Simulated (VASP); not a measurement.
Wanted: the native input for a VASP 6.6.1 run.

```
Task                   : single point
Functional             : PBEsol
Potentials or basis    : VASP PAW PBE potentials, release 64 (Ru_pv)
Cutoff                 : 520 eV
k mesh                 : 14 × 14 × 8
Occupations            : fermi-dirac, width 0.03 eV
Spin                   : no spin polarisation
Dipole correction      : no
Further INCAR settings : ALGO = Normal; EDIFF = 1e-06; NBANDS = 21
```

The structure of Ru lies in POSCAR:

```
Ru
1.0
    2.7057993342     -0.0135289967     -0.0135289967
   -1.3646161219      2.3500554593     -0.0049519565
   -0.0214095000     -0.0214095000      4.2819000000
Ru
2
Direct
    0.3333333333      0.6666666667      0.2500000000
    0.6666666667      0.3333333333      0.7500000000
```

This cell differs from its parent crystal: equal xy, yz and zx shear strains of -1 %.

These files were run (other wordings do the same):

INCAR

```
PREC = Accurate
ENCUT = 520
EDIFF = 1E-6
ISMEAR = -1
SIGMA = 0.03
LREAL = F
LASPH = T
NELM = 100
ALGO = Normal
ISIF = 2
LWAVE = F
LCHARG = F
GGA = PS
NBANDS = 21
```

KPOINTS

```
Automatic mesh
0
Gamma
  14 14 8
```

Potentials or basis: VASP PAW PBE potentials, release 64 (Ru_pv).

The run is started by

```console
$ cat potpaw_PBE.64/Ru_pv/POTCAR > POTCAR
$ mpirun -np 1 vasp_std > vasp.out
```

It gave:

```json
{
  "Pressure": "-6.2 GPa",
  "Largest force": "0.048 eV/Å",
  "Band gap on the k mesh": "zero (bands 14 and 15 overlap by 3.17 eV)"
}
```

Caveat: the cell differs from its parent crystal (equal xy, yz and zx shear strains of -1 %); the cell stands under tension; the PAW data sets were made with another functional, which shifts forces and pressure a little.

Wall time 2.7 min on 1 thread of Intel(R) Xeon(R) Platinum 8488C (Sapphire Rapids), on a shared host, peak memory 0.42 GiB.
